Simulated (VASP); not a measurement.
Runs of VASP 6.6.1 on Cd3SeS2. The structure is that of space group P3m1 (No. 156), or close to it. The cells are those of the table. 

```tsv
task	cell	cutoff (eV)	gap on the mesh (eV)	pressure (GPa)	largest force (eV/Å)
single point	a = 4.252, b = 4.252, c = 10.428 Å, angles 90.0, 90.0, 120.0°, 6 atoms	520	0.66	(a)	0.01
single point	a = 4.165, b = 4.165, c = 10.219 Å, angles 90.0, 90.0, 120.0°, 6 atoms	520	0.78	3.9	-
single point	a = 4.073, b = 4.073, c = 10.001 Å, angles 90.0, 90.0, 120.0°, 6 atoms	520	0.91	9.1	0.01
relaxation of shape and atoms at fixed volume	relaxed from a = 4.120, b = 4.120, c = 10.109 Å, angles 90.0, 90.0, 120.0°, 6 atoms	600	0.85	6.3	0.01
single point	a = 4.120, b = 4.120, c = 10.111 Å, angles 90.0, 90.0, 120.0°, 6 atoms	520	0.85	6.3	0.01
relaxation of shape and atoms at fixed volume	relaxed from a = 4.165, b = 4.165, c = 10.217 Å, angles 90.0, 90.0, 120.0°, 6 atoms	600	0.79	3.9	0.01
relaxation of shape and atoms at fixed volume	relaxed from a = 4.074, b = 4.074, c = 9.999 Å, angles 90.0, 90.0, 120.0°, 6 atoms	600	0.91	9.0	0.01
single point	a = 4.209, b = 4.209, c = 10.325 Å, angles 90.0, 90.0, 120.0°, 6 atoms	520	0.72	(b)	-
```

Alike in all rows: level PBE; potentials or basis VASP PAW PBE potentials, release 64 (Cd, Se, S); no spin polarisation; k mesh 6 × 6 × 4; smearing gaussian 0.02 eV.

Problem. Fill in the values left out.

Solution. (a) 0.3; (b) 2.0.

A k mesh can miss the band edges, and the runs leave out spin-orbit coupling on Cd, Se.
